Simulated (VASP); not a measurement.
Write the native input for VASP 6.6.1 that does the following.

| Quantity | Value |
| --- | --- |
| Task | single point |
| Functional | PBE |
| Potentials or basis | VASP PAW PBE potentials, release 64 (Si, Ge_d) |
| Cutoff | 520 eV |
| k mesh | 10 × 10 × 8 |
| Occupations | gaussian, width 0.1 eV |
| Spin | no spin polarisation |
| Dipole correction | no |
| Further INCAR settings | ALGO = Normal; EDIFF = 1e-07; NBANDS = 26 |

The structure of Si5Ge lies in POSCAR:

```
Si5Ge
1.0
    3.4030837769     -4.0655881563     -0.3056008254
    3.4030837769      4.0655881563     -0.3056008254
   -2.8449689549      0.0000000000      3.6797728834
Si Ge
5 1
Direct
    0.8209383621      0.1790616379      0.0000000000
    0.1790616379      0.8209383621      0.0000000000
    0.3412120464      0.6587879536      0.5000000000
    0.5000000000      0.5000000000      0.0000000000
    0.6587879536      0.3412120464      0.5000000000
    0.0000000000      0.0000000000      0.5000000000
```

One way to write it, as run:

INCAR

```
PREC = Accurate
ENCUT = 520
EDIFF = 1E-7
ISMEAR = 0
SIGMA = 0.1
LREAL = F
LASPH = T
NELM = 60
ALGO = Normal
ISIF = 2
LWAVE = F
LCHARG = F
GGA = PE
NBANDS = 26
```

KPOINTS

```
regular mesh
0
Gamma
  10 10 8
```

Potentials or basis: VASP PAW PBE potentials, release 64 (Si, Ge_d).

Launch:

```console
$ cat potpaw_PBE.64/Si/POTCAR potpaw_PBE.64/Ge_d/POTCAR > POTCAR
$ mpirun -np 1 vasp_std > vasp.out
```

Results of the run:

| Property | Result |
| --- | --- |
| Pressure | 0.0 GPa |
| Largest force | 0.004 eV/Å |
| Band gap on the k mesh | zero (bands 17 and 18 overlap by 4.36 eV) |

Wall time 4 min on 1 thread of Intel(R) Xeon(R) 6975P-C (Granite Rapids), with other jobs on the host, peak memory 0.55 GiB.
